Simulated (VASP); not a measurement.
# NiSn3 (Fm-3m) in VASP: further runs, part 2 of 2

VASP 6.6.1.

## Step 3: Single point, r2SCAN

The input, POSCAR:

```
NiSn3
1.0
    0.0000000000      3.5046081538      3.5046081538
    3.5046081538      0.0000000000      3.5046081538
    3.5046081538      3.5046081538      0.0000000000
Sn Ni
3 1
Direct
    0.2500000000      0.2500000000      0.2500000000
    0.7500000000      0.7500000000      0.7500000000
    0.5000000000      0.5000000000      0.5000000000
    0.0000000000      0.0000000000      0.0000000000
```

The input, INCAR.step1:

```
ALGO = Normal
EDIFF = 1E-4
ENCUT = 520
GGA = PE
ISMEAR = 0
LASPH = T
LCHARG = F
LREAL = F
LWAVE = T
NBANDS = 34
NELM = 100
PREC = Accurate
SIGMA = 0.1
```

The input, INCAR.step2:

```
ALGO = Normal
EDIFF = 1E-7
ENCUT = 520
ISIF = 2
ISMEAR = 0
ISTART = 1
LASPH = T
LCHARG = F
LMIXTAU = T
LREAL = F
LWAVE = F
METAGGA = R2SCAN
NBANDS = 34
NELM = 100
PREC = Accurate
SIGMA = 0.1
```

The input, KPOINTS:

```
k-points
0
Gamma
  10 10 10
```

Potentials or basis: VASP PAW PBE potentials, release 64 (Sn_d, Ni).

On the command line:

```bash
$ cat potpaw_PBE.64/Sn_d/POTCAR potpaw_PBE.64/Ni/POTCAR > POTCAR
$ cp INCAR.step1 INCAR
$ mpirun -np 1 vasp_std > vasp.out
$ cp INCAR.step2 INCAR
$ mpirun -np 1 vasp_std > vasp.out
```

OUTCAR:

```text
EDIFF = 1E-7
   ENCUT = 520
   ISIF = 2
   ISMEAR = 0
   ISTART = 1
   LASPH = T
   LREAL = F
   METAGGA = R2SCAN
   NELM = 100
   PREC = Accurate

 ion  position               nearest neighbor table
   1  0.250  0.250  0.250-   3 3.04   4 3.04   4 3.04   4 3.04   4 3.04   3 3.04   3 3.04   3 3.04
                             2 3.50   2 3.50   2 3.50   2 3.50   2 3.50   2 3.50
   2  0.750  0.750  0.750-   3 3.04   4 3.04   3 3.04   3 3.04   3 3.04   4 3.04   4 3.04   4 3.04
                             1 3.50   1 3.50   1 3.50   1 3.50   1 3.50   1 3.50
   3  0.500  0.500  0.500-   1 3.04   2 3.04   1 3.04   1 3.04   1 3.04   2 3.04   2 3.04   2 3.04

   4  0.000  0.000  0.000-   1 3.04   2 3.04   2 3.04   2 3.04   2 3.04   1 3.04   1 3.04   1 3.04

  LATTYP: Found a face centered cubic cell.
 ALAT       =     7.0092163076

  Lattice vectors:

 A1 = (   0.0000000000,   3.5046081538,   3.5046081538)
 A2 = (   3.5046081538,   0.0000000000,   3.5046081538)
 A3 = (   3.5046081538,   3.5046081538,   0.0000000000)

Analysis of symmetry for initial positions (statically):
=====================================================================
 Subroutine PRICEL returns:
 Original cell was already a primitive cell.

 Routine SETGRP: Setting up the symmetry group for a
 face centered cubic supercell.

 Subroutine GETGRP returns: Found 48 space group operations
[... 9 lines left out ...]

 Routine SETGRP: Setting up the symmetry group for a
 face centered cubic supercell.

 Subroutine GETGRP returns: Found 48 space group operations
[... 11 lines left out ...]
                                     Primitive cell

  volume of cell :      86.0891

  direct lattice vectors                    reciprocal lattice vectors
     0.000000000  3.504608154  3.504608154    -0.142669302  0.142669302  0.142669302
     3.504608154  0.000000000  3.504608154     0.142669302 -0.142669302  0.142669302
     3.504608154  3.504608154  0.000000000     0.142669302  0.142669302 -0.142669302

  length of vectors
     4.956264382  4.956264382  4.956264382     0.247110480  0.247110480  0.247110480

  position of ions in fractional coordinates (direct lattice)
     0.250000000  0.250000000  0.250000000
     0.750000000  0.750000000  0.750000000
     0.500000000  0.500000000  0.500000000
     0.000000000  0.000000000  0.000000000

  ion indices of the primitive-cell ions
   primitive index   ion index
                 1           1
                 2           2
                 3           3
                 4           4

----------------------------------------------------------------------------------------

 KPOINTS: k-points

Automatic generation of k-mesh.
 Grid dimensions read from file:
 generate k-points for:   10   10   10

 Generating k-lattice:

  Cartesian coordinates                     Fractional coordinates (reciprocal lattice)
    -0.014266930  0.014266930  0.014266930     0.100000000  0.000000000  0.000000000
     0.014266930 -0.014266930  0.014266930     0.000000000  0.100000000  0.000000000
     0.014266930  0.014266930 -0.014266930     0.000000000  0.000000000  0.100000000

  Length of vectors
     0.024711048  0.024711048  0.024711048

  Shift w.r.t. Gamma in fractional coordinates (k-lattice)
     0.000000000  0.000000000  0.000000000

 Subroutine IBZKPT returns following result:
 ===========================================

 Found     47 irreducible k-points:

 Following reciprocal coordinates:
            Coordinates               Weight
  0.000000  0.000000  0.000000      1.000000
  0.100000  0.000000  0.000000      8.000000
  0.200000  0.000000  0.000000      8.000000
  0.300000  0.000000  0.000000      8.000000
  0.400000  0.000000  0.000000      8.000000
  0.500000  0.000000  0.000000      4.000000
[... 16 lines left out ...]
  0.300000  0.300000  0.000000      6.000000
  0.400000  0.300000  0.000000     24.000000
 [... further k-points ...]
   k-points           NKPTS =     47   k-points in BZ     NKDIM =     47   number of bands    NBANDS=     34
   number of dos      NEDOS =    301   number of ions     NIONS =      4
   total plane-waves  NPLWV =  64000
   dimension x,y,z NGX =    40 NGY =   40 NGZ =   40
   dimension x,y,z NGXF=    80 NGYF=   80 NGZF=   80
   ions per type =               3   1
   NGX,Y,Z   is equivalent  to a cutoff of  13.42, 13.42, 13.42 a.u.
   NGXF,Y,Z  is equivalent  to a cutoff of  26.83, 26.83, 26.83 a.u.
 SYSTEM =  unknown system
   PREC   = accura    normal or accurate (medium, high low for compatibility)
   ISTART =      1    job   : 0-new  1-cont  2-samecut
   ICHARG =      0    charge: 1-file 2-atom 10-const
   ISPIN  =      1    spin polarized calculation?
   LNONCOLLINEAR =      F non collinear calculations
   LSORBIT =      F    spin-orbit coupling
   LASPH  =      T    aspherical Exc in radial PAW
   ENCUT  =  520.0 eV  38.22 Ry    6.18 a.u.   9.22  9.22  9.22*2*pi/ulx,y,z
   NELM   =    100;   NELMIN=  2; NELMDL=  0     # of ELM steps
   EDIFF  = 0.1E-06   stopping-criterion for ELM
   LREAL  =      F    real-space projection
   EDIFFG = 0.1E-05   stopping-criterion for IOM
   NSW    =      0    number of steps for IOM
   IBRION =     -1    ionic relax: 0-MD 1-quasi-New 2-CG
   NFREE  =      0    steps in history (QN), initial steepest desc. (CG)
   ISIF   =      2    stress and relaxation
   ISYM   =      2    0-nonsym 1-usesym 2-fastsym
   POTIM  = 0.5000    time-step for ionic-motion
   TEBEG  =    0.0;   TEEND  =   0.0 temperature during run
   PSTRESS=    0.0 pullay stress
   NELECT =      52.0000    total number of electrons
   NUPDOWN=      -1.0000    fix difference up-down
   EMIN   =  10.00;   EMAX   =-10.00  energy-range for DOS
   EFERMI =   0.00;   METHOD = LEGACY
   ISMEAR =     0;   SIGMA  =   0.10  broadening in eV -4-tet -1-fermi 0-gaus
   EFERMI_NEDOS =   21; number of points for ismear=-14 and -15
   IALGO  =     38    algorithm
   IMIX   =      4    mixing-type and parameters
     AMIX     =   0.40;   BMIX     =  1.00
     AMIX_MAG =   1.60;   BMIX_MAG =  1.00
  volume/ion in A,a.u.               =      21.52       145.24
  Fermi-wavevector in a.u.,A,eV,Ry     =   1.383863  2.615122 26.056208  1.915077
  Thomas-Fermi vector in A             =   2.508421
   LORBIT       =      0    0 simple, 1 ext, 2 COOP (PROOUT), +10 PAW based schemes
   METAGGA = R2SCAN    functional components
   LHFCALC =     F    Hartree Fock is set to
   AEXX    =    0.0000 exact exchange contribution
   IVDW    =     0    specifies the selected vdW correction
   LEPSILON=     F    determine dielectric tensor
   LRPA    =     F    only Hartree local field effects (RPA)
 non-spin polarized calculation
 Gauss-broadening in eV      SIGMA  =   0.10
  energy-cutoff  :      520.00
  volume of cell :       86.09
 maximum number of plane-waves:      2334
 NGX is ok and might be reduce to    40
   NGX = 19   NGY = 19   NGZ = 19

 number of electron      52.0000004 magnetization

 Free energy of the ion-electron system (eV)
  ---------------------------------------------------
  ext. energy  EPLUGINS =         0.00000000
  ---------------------------------------------------
  free energy    TOTEN  =       -84.28776404 eV

  energy without entropy =      -84.27571568  energy(sigma->0) =      -84.28173986

 E-fermi :   9.0893     XC(G=0): -12.0708

 val. band max:        9.0883607246   @ k =  -0.4000   0.1000   0.0000
 cond. band min:       9.1147016550   @ k =  -0.4000   0.3000   0.1000
 fundamental gap:      0.0263409305
 Fermi energy:         9.0893337206

 k-point     1 :       0.0000    0.0000    0.0000
  band No.  band energies     occupation
      1     -13.3821      2.00000
      2     -13.3821      2.00000
      3     -13.3821      2.00000
      4     -13.3583      2.00000
      5     -13.3583      2.00000
      6     -13.1678      2.00000
[... 26 lines left out ...]
     33      12.9211      0.00000
     34      14.7774      0.00000

 k-point     2 :       0.1000    0.0000    0.0000
  band No.  band energies     occupation
      1     -13.3857      2.00000
      2     -13.3857      2.00000
      3     -13.3840      2.00000
      4     -13.3532      2.00000
      5     -13.3532      2.00000
      6     -13.1642      2.00000
[... 26 lines left out ...]
     33      13.6480      0.00000
     34      15.1872      0.00000
[... 775 lines left out ...]
     33      15.1180      0.00000
     34      15.5245      0.00000

 k-point    24 :       0.4000    0.3000    0.0000
  band No.  band energies     occupation
      1     -13.4235      2.00000
      2     -13.4212      2.00000
      3     -13.3617      2.00000
      4     -13.3174      2.00000
      5     -13.2902      2.00000
      6     -13.1537      2.00000
[... 26 lines left out ...]
     33      15.3486      0.00000
     34      16.1690      0.00000

 [... further k-points ...]
[... 5 lines left out ...]
  --------------------------------------------------------------------------------------
  -------------------------------------------------------------------------------------
  Total        1.0301574      1.0301574      1.0301574      0.0000000     -0.0000000      0.0000000
  in kB       19.1719276     19.1719276     19.1719276      0.0000000     -0.0000000      0.0000000
  external PRESSURE =      19.1719276 kB  Pullay stress =       0.0000000 kB

 VOLUME and BASIS-vectors are now :
 -----------------------------------------------------------------------------
  energy-cutoff  :      520.00
  volume of cell :       86.09
      direct lattice vectors                 reciprocal lattice vectors
     0.000000000  3.504608154  3.504608154    -0.142669302  0.142669302  0.142669302
     3.504608154  0.000000000  3.504608154     0.142669302 -0.142669302  0.142669302
     3.504608154  3.504608154  0.000000000     0.142669302  0.142669302 -0.142669302

 POSITION                                       TOTAL-FORCE (eV/Angst)
 -----------------------------------------------------------------------------------
      1.75230      1.75230      1.75230        -0.000000     -0.000000     -0.000000
      5.25691      5.25691      5.25691        -0.000000      0.000000      0.000000
      3.50461      3.50461      3.50461         0.000000     -0.000000     -0.000000
      0.00000      0.00000      0.00000         0.000000     -0.000000     -0.000000
 -----------------------------------------------------------------------------------
    total drift:                               -0.000000      0.000000      0.000000

  FREE ENERGIE OF THE ION-ELECTRON SYSTEM (eV)
  ---------------------------------------------------
  free  energy   TOTEN  =       -84.2877640416 eV

  energy  without entropy=      -84.2757156831  energy(sigma->0) =      -84.28173986
```

Run time: 7.6 min. Hardware: 1 thread of AMD EPYC 9R45 (Zen 5), shared host; peak memory 0.29 GiB.

What came out:

```
Free energy            : -84.2878 eV
Pressure               : 1.9 GPa
Band gap on the k mesh : zero (band 26 reaches 9.72 eV, above the bottom of band 27 at 8.74 eV)
```

Caveat: the PAW data sets were made with another functional, which shifts forces and pressure a little; spin-orbit coupling is left out, which moves the levels of the heavy elements. Spin polarisation is off, so any magnetic state and its effect on volume and gap are missing.

## Step 4: Relaxation of cell and atoms, PBEsol

This run uses another cell than the first one, of 21.61 Å³/atom, 1.004 times its volume.

The input, INCAR:

```
SYSTEM = NiSn3
ALGO = Fast
EDIFF = 1E-7
EDIFFG = -0.01
ENCUT = 600
GGA = PS
IBRION = 2
ISIF = 3
ISMEAR = 0
LASPH = .True.
LCHARG = .False.
LREAL = .False.
LWAVE = .False.
NELM = 80
NSW = 100
PREC = Accurate
SIGMA = 0.1
```

The input, KPOINTS:

```
k-points
0
Gamma
  10 10 10
  0 0 0
```

The input, POSCAR:

```
NiSn3
1.0
    0.0000000000      3.5095023145      3.5095023145
    3.5095023145      0.0000000000      3.5095023145
    3.5095023145      3.5095023145      0.0000000000
Sn Ni
3 1
Direct
    0.2500000000      0.2500000000      0.2500000000
    0.7500000000      0.7500000000      0.7500000000
    0.5000000000      0.5000000000      0.5000000000
    0.0000000000      0.0000000000      0.0000000000
```

Potentials or basis: VASP PAW PBE potentials, release 64 (Sn_d, Ni).

On the command line:

```bash
$ cat potpaw_PBE.64/Sn_d/POTCAR potpaw_PBE.64/Ni/POTCAR > POTCAR
$ mpirun -np 1 vasp_std > vasp.out
```

OUTCAR:

```text
SYSTEM = NiSn3
   EDIFF = 1E-7
   EDIFFG = -0.01
   ENCUT = 600
   GGA = PS
   IBRION = 2
   ISIF = 3
   ISMEAR = 0
   LASPH = .True.
   LREAL = .False.
   NELM = 80
   NSW = 100
   PREC = Accurate

 ion  position               nearest neighbor table
   1  0.250  0.250  0.250-   4 3.04   4 3.04   4 3.04   3 3.04   3 3.04   3 3.04   4 3.04   3 3.04
                             2 3.51   2 3.51   2 3.51   2 3.51   2 3.51   2 3.51
   2  0.750  0.750  0.750-   3 3.04   3 3.04   3 3.04   4 3.04   4 3.04   4 3.04   4 3.04   3 3.04
                             1 3.51   1 3.51   1 3.51   1 3.51   1 3.51   1 3.51
   3  0.500  0.500  0.500-   1 3.04   1 3.04   1 3.04   2 3.04   2 3.04   2 3.04   2 3.04   1 3.04

   4  0.000  0.000  0.000-   2 3.04   2 3.04   2 3.04   1 3.04   1 3.04   1 3.04   2 3.04   1 3.04

  LATTYP: Found a face centered cubic cell.
 ALAT       =     7.0190046290

  Lattice vectors:

 A1 = (   0.0000000000,   3.5095023145,   3.5095023145)
 A2 = (   3.5095023145,   0.0000000000,   3.5095023145)
 A3 = (   3.5095023145,   3.5095023145,   0.0000000000)

Analysis of symmetry for initial positions (statically):
=====================================================================
 Subroutine PRICEL returns:
 Original cell was already a primitive cell.
[... 179 lines left out ...]

  FORCE on cell =-STRESS in cart. coord.  units (eV):
  Direction    XX          YY          ZZ          XY          YZ          ZX
  --------------------------------------------------------------------------------------
  -------------------------------------------------------------------------------------
  Total       -0.1642774     -0.1642774     -0.1642774      0.0000000     -0.0000000      0.0000000
  in kB       -3.0445404     -3.0445404     -3.0445404      0.0000000     -0.0000000      0.0000000
  external PRESSURE =      -3.0445404 kB  Pullay stress =       0.0000000 kB
[... 63 lines left out ...]
--------------------------------------- Ionic step        3  -------------------------------------------

 number of electron      52.0000005 magnetization

 Free energy of the ion-electron system (eV)
  ---------------------------------------------------
  ext. energy  EPLUGINS =         0.00000000
  ---------------------------------------------------
  free energy    TOTEN  =       -17.81835997 eV

  energy without entropy =      -17.80683262  energy(sigma->0) =      -17.81259630

 E-fermi :   8.9574     XC(G=0): -11.2327

 val. band max:        8.9153493802   @ k =   0.2000   0.1000   0.0000
 cond. band min:       8.9614415989   @ k =  -0.4000   0.3000   0.1000
 fundamental gap:      0.0460922188
 Fermi energy:         8.9574018811

 k-point     1 :       0.0000    0.0000    0.0000
  band No.  band energies     occupation
      1     -12.6627      2.00000
      2     -12.6627      2.00000
      3     -12.6627      2.00000
      4     -12.6407      2.00000
      5     -12.6407      2.00000
      6     -12.4554      2.00000
[... 805 lines left out ...]
     30      12.8535      0.00000
     31      14.3673      0.00000

 [... further k-points ...]
[... 5 lines left out ...]
  --------------------------------------------------------------------------------------
  -------------------------------------------------------------------------------------
  Total       -0.0069609     -0.0069609     -0.0069609      0.0000000      0.0000000      0.0000000
  in kB       -0.1294490     -0.1294490     -0.1294490      0.0000000      0.0000000      0.0000000
  external PRESSURE =      -0.1294490 kB  Pullay stress =       0.0000000 kB
[... 19 lines left out ...]
  FREE ENERGIE OF THE ION-ELECTRON SYSTEM (eV)
  ---------------------------------------------------
  free  energy   TOTEN  =       -17.8183599718 eV

  energy  without entropy=      -17.8068326204  energy(sigma->0) =      -17.81259630

 reached required accuracy - stopping structural energy minimisation
```

Wall time 4 min (1 thread of AMD EPYC 9R45 (Zen 5), shared host); peak memory 0.3 GiB.

Results:

```
Free energy                            : -17.8184 eV
Relaxed volume                         : 21.54 Å³/atom
Relaxed cell                           : a = 4.958 Å, b = 4.958 Å, c = 4.958 Å, α = 60.00°, β = 60.00°, γ = 60.00°
Space group after relaxing (to 0.05 Å) : Fm-3m (No. 225)
Energy gained by relaxing              : 0.1 meV/atom
Ionic steps                            : 3
Pressure after relaxing                : 0.0 GPa
Band gap on the k mesh                 : zero (band 26 reaches 9.51 eV, above the bottom of band 27 at 8.67 eV)
```

Step by step:
```tsv
step	energy change (eV)	largest force (eV/Å)	pressure (GPa)	volume (Å³)
1	0.0000	0.0000	-0.30	86.45
2	-0.0001	0.0000	0.17	85.94
3	-0.0003	0.0000	-0.01	86.15
```

Final structure:
```xyz
4
Lattice="0.0000 3.5055 3.5055 3.5055 0.0000 3.5055 3.5055 3.5055 0.0000" Properties=species:S:1:pos:R:3 pbc="T T T"
Sn    1.7527    1.7527    1.7527
Sn    5.2582    5.2582    5.2582
Sn    3.5055    3.5055    3.5055
Ni    0.0000    0.0000    0.0000
```

Caveat: the PAW data sets were made with another functional, which shifts forces and pressure a little; spin-orbit coupling is left out, which moves the levels of the heavy elements. Spin polarisation is off, so any magnetic state and its effect on volume and gap are missing.

## Step 5: The runs side by side

| task | level | cell | cutoff (eV) | gap on the mesh (eV) | pressure (GPa) |
| --- | --- | --- | --- | --- | --- |
| single point | PBEsol | a = 4.956 Å, angles 60.0°, 4 atoms | 520 | none | 0.0 |
| single point | r2SCAN | a = 4.956 Å, angles 60.0°, 4 atoms | 520 | none | 1.9 |
| relaxation of cell and atoms | PBEsol | relaxed from a = 4.963 Å, angles 60.0°, 4 atoms | 600 | none | 0.0 |

Alike in all rows: potentials or basis VASP PAW PBE potentials, release 64 (Sn_d, Ni); no spin polarisation; k mesh 10 × 10 × 10; smearing gaussian 0.1 eV.

Caveats: the PAW data sets were made with another functional, which shifts forces and pressure a little; spin-orbit coupling is left out, which moves the levels of the heavy elements.

Absolute energies hang on the potentials; compare differences alone.
